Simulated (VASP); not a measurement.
# Al2Ru (I4/mmm) in VASP: notebook

Runs on Al2Ru. Level: PBEsol. Tasks: single point.

Program: VASP 6.6.1. These are calculated values, not measurements. Logs are shortened: lines on timing, memory, paths and dates and some standing lists are left out, and cuts for length are marked.

### Step 1. The cell of the first run

The structure is tetragonal, space group I4/mmm (No. 139). Conventional cell: a = 3.121 Å, b = 3.121 Å, c = 8.444 Å, α = 90.00°, β = 90.00°, γ = 90.00°. Within 3.4 Å of Al (site symmetry 4mm) lie 5 Ru at 2.58 to 2.88 Å and 9 Al at 2.69 to 3.12 Å. Ru (site symmetry 4/mmm) has 10 Al at 2.58 to 2.88 Å and 4 Ru at 3.12 Å within 3.4 Å.

### Step 2. Single point, PBEsol

INCAR

```
PREC = Accurate
ENCUT = 520
EDIFF = 1E-7
ISMEAR = 0
SIGMA = 0.1
LREAL = False
LASPH = True
NELM = 100
ALGO = Normal
ISIF = 2
LWAVE = False
LCHARG = True
GGA = PS
LELF = True
LVHAR = True
NBANDS = 17
```

KPOINTS

```
regular mesh
0
Gamma
  1 1 1
```

POSCAR

```
Al2Ru
1.0
   -1.5604216200      1.5604216200      4.2218055900
    1.5604216200     -1.5604216200      4.2218055900
    1.5604216200      1.5604216200     -4.2218055900
Al Ru
2 1
Direct
    0.6592021900      0.6592021900      0.0000000000
    0.3407978100      0.3407978100      0.0000000000
    0.0000000000      0.0000000000      0.0000000000
```

Potentials or basis: VASP PAW PBE potentials, release 64 (Al, Ru_pv).

On the command line:

```sh
$ cat potpaw_PBE.64/Al/POTCAR potpaw_PBE.64/Ru_pv/POTCAR > POTCAR
$ mpirun -np 1 vasp_gam > vasp.out
```

OUTCAR:

```text
PREC = Accurate
   ENCUT = 520
   EDIFF = 1E-7
   ISMEAR = 0
   LREAL = False
   LASPH = True
   NELM = 100
   ISIF = 2
   GGA = PS

 ion  position               nearest neighbor table
   1  0.659  0.659  0.000-   3 2.58   3 2.58   3 2.58   3 2.58   2 2.69   2 2.69   2 2.69   2 2.69
                             2 2.69   3 2.88
   2  0.341  0.341  0.000-   3 2.58   3 2.58   3 2.58   3 2.58   1 2.69   1 2.69   1 2.69   1 2.69
                             1 2.69   3 2.88
   3  0.000  0.000  0.000-   1 2.58   1 2.58   1 2.58   2 2.58   1 2.58   2 2.58   2 2.58   2 2.58
                             1 2.88   2 2.88

  LATTYP: Found a body centered tetragonal cell.
 ALAT       =     3.1208432400
 C/A-ratio  =     2.7055544065

  Lattice vectors:

 A1 = (  -1.5604216200,   1.5604216200,   4.2218055900)
 A2 = (   1.5604216200,  -1.5604216200,   4.2218055900)
 A3 = (   1.5604216200,   1.5604216200,  -4.2218055900)

Analysis of symmetry for initial positions (statically):
=====================================================================
 Subroutine PRICEL returns:
 Original cell was already a primitive cell.

 Routine SETGRP: Setting up the symmetry group for a
 body centered tetragonal supercell.

 Subroutine GETGRP returns: Found 16 space group operations
 (whereof 16 operations were pure point group operations)
 out of a pool of 16 trial point group operations.

The static configuration has the point symmetry D_4h.

Analysis of symmetry for dynamics (positions and initial velocities):
=====================================================================
 Subroutine PRICEL returns:
 Original cell was already a primitive cell.

 Routine SETGRP: Setting up the symmetry group for a
 body centered tetragonal supercell.

 Subroutine GETGRP returns: Found 16 space group operations
 (whereof 16 operations were pure point group operations)
 out of a pool of 16 trial point group operations.

The dynamic configuration has the point symmetry D_4h.

 Subroutine INISYM returns: Found 16 space group operations
 (whereof 16 operations are pure point group operations),
 and found     1 'primitive' translations

----------------------------------------------------------------------------------------

                                     Primitive cell

  volume of cell :      41.1190

  direct lattice vectors                    reciprocal lattice vectors
    -1.560421620  1.560421620  4.221805590     0.000000000  0.320426219  0.118432739
     1.560421620 -1.560421620  4.221805590     0.320426219  0.000000000  0.118432739
     1.560421620  1.560421620 -4.221805590     0.320426219  0.320426219  0.000000000

  length of vectors
     4.763766756  4.763766756  4.763766756     0.341612757  0.341612757  0.453151105

  position of ions in fractional coordinates (direct lattice)
     0.659202190  0.659202190  0.000000000
     0.340797810  0.340797810  0.000000000
     0.000000000  0.000000000  0.000000000

  ion indices of the primitive-cell ions
   primitive index   ion index
                 1           1
                 2           2
                 3           3

----------------------------------------------------------------------------------------

 KPOINTS: regular mesh

Automatic generation of k-mesh.
 Grid dimensions read from file:
 generate k-points for:    1    1    1

 Generating k-lattice:

  Cartesian coordinates                     Fractional coordinates (reciprocal lattice)
     0.000000000  0.320426219  0.118432739     1.000000000  0.000000000  0.000000000
     0.320426219  0.000000000  0.118432739     0.000000000  1.000000000  0.000000000
     0.320426219  0.320426219  0.000000000     0.000000000  0.000000000  1.000000000

  Length of vectors
     0.341612757  0.341612757  0.453151105

  Shift w.r.t. Gamma in fractional coordinates (k-lattice)
     0.000000000  0.000000000  0.000000000

 Subroutine IBZKPT returns following result:
 ===========================================

 Found      1 irreducible k-points:

 Following reciprocal coordinates:
            Coordinates               Weight
  0.000000  0.000000  0.000000      1.000000
   k-points           NKPTS =      1   k-points in BZ     NKDIM =      1   number of bands    NBANDS=     17
   number of dos      NEDOS =    301   number of ions     NIONS =      3
   total plane-waves  NPLWV =  46656
   dimension x,y,z NGX =    36 NGY =   36 NGZ =   36
   dimension x,y,z NGXF=    72 NGYF=   72 NGZF=   72
   ions per type =               2   1
   NGX,Y,Z   is equivalent  to a cutoff of  12.56, 12.56, 12.56 a.u.
   NGXF,Y,Z  is equivalent  to a cutoff of  25.13, 25.13, 25.13 a.u.
 SYSTEM =  unknown system
   PREC   = accura    normal or accurate (medium, high low for compatibility)
   ISTART =      0    job   : 0-new  1-cont  2-samecut
   ICHARG =      2    charge: 1-file 2-atom 10-const
   ISPIN  =      1    spin polarized calculation?
   LNONCOLLINEAR =      F non collinear calculations
   LSORBIT =      F    spin-orbit coupling
   LASPH  =      T    aspherical Exc in radial PAW
   ENCUT  =  520.0 eV  38.22 Ry    6.18 a.u.   8.86  8.86  8.86*2*pi/ulx,y,z
   NELM   =    100;   NELMIN=  2; NELMDL= -5     # of ELM steps
   EDIFF  = 0.1E-06   stopping-criterion for ELM
   LREAL  =      F    real-space projection
   EDIFFG = 0.1E-05   stopping-criterion for IOM
   NSW    =      0    number of steps for IOM
   IBRION =     -1    ionic relax: 0-MD 1-quasi-New 2-CG
   NFREE  =      0    steps in history (QN), initial steepest desc. (CG)
   ISIF   =      2    stress and relaxation
   ISYM   =      2    0-nonsym 1-usesym 2-fastsym
   POTIM  = 0.5000    time-step for ionic-motion
   TEBEG  =    0.0;   TEEND  =   0.0 temperature during run
   PSTRESS=    0.0 pullay stress
   NELECT =      20.0000    total number of electrons
   NUPDOWN=      -1.0000    fix difference up-down
   EMIN   =  10.00;   EMAX   =-10.00  energy-range for DOS
   EFERMI =   0.00;   METHOD = LEGACY
   ISMEAR =     0;   SIGMA  =   0.10  broadening in eV -4-tet -1-fermi 0-gaus
   EFERMI_NEDOS =   21; number of points for ismear=-14 and -15
   IALGO  =     38    algorithm
   IMIX   =      4    mixing-type and parameters
     AMIX     =   0.40;   BMIX     =  1.00
     AMIX_MAG =   1.60;   BMIX_MAG =  1.00
  volume/ion in A,a.u.               =      13.71        92.49
  Fermi-wavevector in a.u.,A,eV,Ry     =   1.287471  2.432967 22.552766  1.657582
  Thomas-Fermi vector in A             =   2.419483
   LORBIT       =      0    0 simple, 1 ext, 2 COOP (PROOUT), +10 PAW based schemes
   GGA     = PS    functional components
   LHFCALC =     F    Hartree Fock is set to
   AEXX    =    0.0000 exact exchange contribution
   IVDW    =     0    specifies the selected vdW correction
   LEPSILON=     F    determine dielectric tensor
   LRPA    =     F    only Hartree local field effects (RPA)
 non-spin polarized calculation
 Gauss-broadening in eV      SIGMA  =   0.10
  energy-cutoff  :      520.00
  volume of cell :       41.12
 maximum number of plane-waves:       552
 NGX is ok and might be reduce to    36
   NGX = 17   NGY = 17   NGZ = 17

 number of electron      20.0000000 magnetization

 Free energy of the ion-electron system (eV)
  ---------------------------------------------------
  ext. energy  EPLUGINS =         0.00000000
  ---------------------------------------------------
  free energy    TOTEN  =       -18.70032525 eV

  energy without entropy =      -18.70032525  energy(sigma->0) =      -18.70032525

 E-fermi :  12.4651     XC(G=0): -11.9497

 val. band max:       11.9907540937   @ k =   0.0000   0.0000   0.0000
 cond. band min:      13.3251424993   @ k =   0.0000   0.0000   0.0000
 fundamental gap:      1.3343884056
 Fermi energy:        12.4651185796

 k-point     1 :       0.0000    0.0000    0.0000
  band No.  band energies     occupation
      1     -30.8060      2.00000
      2     -29.3631      2.00000
      3     -29.3631      2.00000
      4      -0.7982      2.00000
      5       5.7771      2.00000
      6       8.4648      2.00000
      7       8.7979      2.00000
      8       9.4393      2.00000
      9       9.4393      2.00000
     10      11.9908      2.00000
     11      13.3251      0.00000
     12      14.5773      0.00000
     13      16.2644      0.00000
     14      16.2644      0.00000
     15      17.0851      0.00000
     16      17.2663      0.00000
     17      17.2663      0.00000

------------------------ aborting loop because EDIFF is reached ----------------------------------------

  FORCE on cell =-STRESS in cart. coord.  units (eV):
  Direction    XX          YY          ZZ          XY          YZ          ZX
  --------------------------------------------------------------------------------------
  -------------------------------------------------------------------------------------
  Total       -1.8944698     -1.8944698      9.9594007     -0.0000000      0.0000000      0.0000000
  in kB      -73.8169566    -73.8169566    388.0624736     -0.0000000      0.0000000      0.0000000
  external PRESSURE =      80.1428535 kB  Pullay stress =       0.0000000 kB

 VOLUME and BASIS-vectors are now :
 -----------------------------------------------------------------------------
  energy-cutoff  :      520.00
  volume of cell :       41.12
      direct lattice vectors                 reciprocal lattice vectors
    -1.560421620  1.560421620  4.221805590     0.000000000  0.320426219  0.118432739
     1.560421620 -1.560421620  4.221805590     0.320426219  0.000000000  0.118432739
     1.560421620  1.560421620 -4.221805590     0.320426219  0.320426219  0.000000000

 POSITION                                       TOTAL-FORCE (eV/Angst)
 -----------------------------------------------------------------------------------
      0.00000      0.00000      5.56605        -0.000000     -0.000000     -3.068549
      0.00000      0.00000      2.87756         0.000000      0.000000      3.068549
      0.00000      0.00000      0.00000        -0.000000     -0.000000     -0.000000
 -----------------------------------------------------------------------------------
    total drift:                                0.000000     -0.000000      0.000000

  FREE ENERGIE OF THE ION-ELECTRON SYSTEM (eV)
  ---------------------------------------------------
  free  energy   TOTEN  =       -18.7003252539 eV

  energy  without entropy=      -18.7003252539  energy(sigma->0) =      -18.70032525
```

Run time: 9.8 s. Hardware: 1 thread of Intel Xeon Platinum 8259CL at 2.50GHz (Skylake/Cascade Lake), shared host; peak memory 0.19 GiB.

Results:

- Free energy: -18.7003 eV
- Pressure: 8.0 GPa
- Largest force: 3.069 eV/Å
- Band gap on the k mesh: 1.33 eV

Forces in eV/Å, atoms in the order of the input:
```
Al   0.000  0.000 -3.069
Al   0.000  0.000  3.069
Ru   0.000  0.000  0.000
```

Caveat: the k points lie up to 2.85 Å⁻¹ apart; the PAW data sets were made with another functional, which shifts forces and pressure a little. A k mesh can miss the band edges.

### Step 3. Single point, PBEsol

INCAR

```
SYSTEM = Al2Ru
ALGO     = Normal         ! electronic algorithm
EDIFF    = 1E-6           ! SCF threshold, eV
ENCUT    = 520            ! plane-wave cutoff, eV
GGA      = PS             ! functional
ISIF     = 2              ! what is computed and relaxed
ISMEAR   = 0              ! smearing method
LASPH    = .True.         ! aspherical terms in the spheres
LCHARG   = .False.        ! write CHGCAR
LREAL    = .False.        ! projectors in reciprocal space
LWAVE    = .False.        ! write WAVECAR
NBANDS   = 17             ! bands
NELM     = 60             ! most SCF steps
PREC     = Accurate       ! precision mode
SIGMA    = 0.1            ! smearing width, eV
```

KPOINTS

```
k-points
0
Gamma
  1 1 1
  0 0 0
```

POSCAR is that of step 2.

Potentials or basis: VASP PAW PBE potentials, release 64 (Al, Ru_pv).

On the command line:

```sh
$ cat potpaw_PBE.64/Al/POTCAR potpaw_PBE.64/Ru_pv/POTCAR > POTCAR
$ mpirun -np 1 vasp_gam > vasp.out
```

Wall time 3.2 s (1 thread of Intel Xeon 6975P-C (Granite Rapids), shared host); peak memory 0.19 GiB.

It converged, with:

```
Free energy            : -18.7003 eV
Pressure               : 8.0 GPa
Largest force          : 3.069 eV/Å
Band gap on the k mesh : 1.33 eV
```

Forces in eV/Å, atoms in the order of the input:
```
Al   0.000  0.000 -3.069
Al   0.000  0.000  3.069
Ru   0.000  0.000  0.000
```

Stress tensor (GPa, compression positive):
```
-7.38  0.00  0.00
 0.00 -7.38  0.00
 0.00  0.00 38.81
```

Levels at points of the mesh, in eV from the valence-band top:
| k point | band 8 | band 9 | band 10 | band 11 | band 12 | band 13 |
| --- | --- | --- | --- | --- | --- | --- |
| (0.00, 0.00, 0.00) | -2.55 | -2.55 | 0.00 | 1.33 | 2.59 | 4.27 |

Caveat: the k points lie up to 2.85 Å⁻¹ apart; the PAW data sets were made with another functional, which shifts forces and pressure a little.

### Step 4. Single point, PBEsol

INCAR

```
SYSTEM = Al2Ru
PREC = Accurate
ENCUT = 520
EDIFF = 1E-6
ISMEAR = 0
SIGMA = 0.1
LREAL = .FALSE.
LASPH = .TRUE.
NELM = 60
ALGO = Normal
ISIF = 2
LWAVE = .FALSE.
LCHARG = .TRUE.
GGA = PS
LELF = .TRUE.
LVHAR = .TRUE.
NBANDS = 17
```

KPOINTS

```
regular mesh
0
G
  4 4 4
  0 0 0
```

POSCAR is that of step 3.

On the command line:

```sh
$ cat potpaw_PBE.64/Al/POTCAR potpaw_PBE.64/Ru_pv/POTCAR > POTCAR
$ mpirun -np 1 vasp_std > vasp.out
```

Run time: 7.2 s. Hardware: 1 thread of Intel Xeon 6975P-C (Granite Rapids), shared host; peak memory 0.2 GiB.

Results (log left out):

```
Free energy            : -20.2614 eV
Pressure               : -0.3 GPa
Largest force          : 0.026 eV/Å
Band gap on the k mesh : 0.11 eV, indirect (least direct gap 0.60 eV)
```

Forces in eV/Å, atoms in the order of the input:
```
Al   0.000  0.000 -0.026
Al   0.000  0.000  0.026
Ru   0.000  0.000  0.000
```

Stress tensor (GPa, compression positive):
```
-0.16  0.00  0.00
 0.00 -0.16  0.00
 0.00  0.00 -0.45
```

Levels at points of the mesh, in eV from the valence-band top:
```csv
k point,band 7,band 8,band 9,band 10,band 11,band 12,band 13,band 14
"(0.00, 0.00, 0.00)",-2.14,-2.14,-2.13,-1.12,2.24,4.52,5.97,5.97
"(0.50, 0.00, 0.00)",-3.09,-2.89,-2.71,-1.58,0.42,2.89,4.96,6.85
"(0.50, 0.50, 0.00)",-3.58,-3.24,-1.42,-0.49,0.11,1.68,1.85,4.62
"(0.50, 0.50, 0.50)",-2.78,-1.71,-1.71,-1.09,3.01,3.01,6.14,6.31
```

Caveat: the k points lie up to 0.71 Å⁻¹ apart; the PAW data sets were made with another functional, which shifts forces and pressure a little.
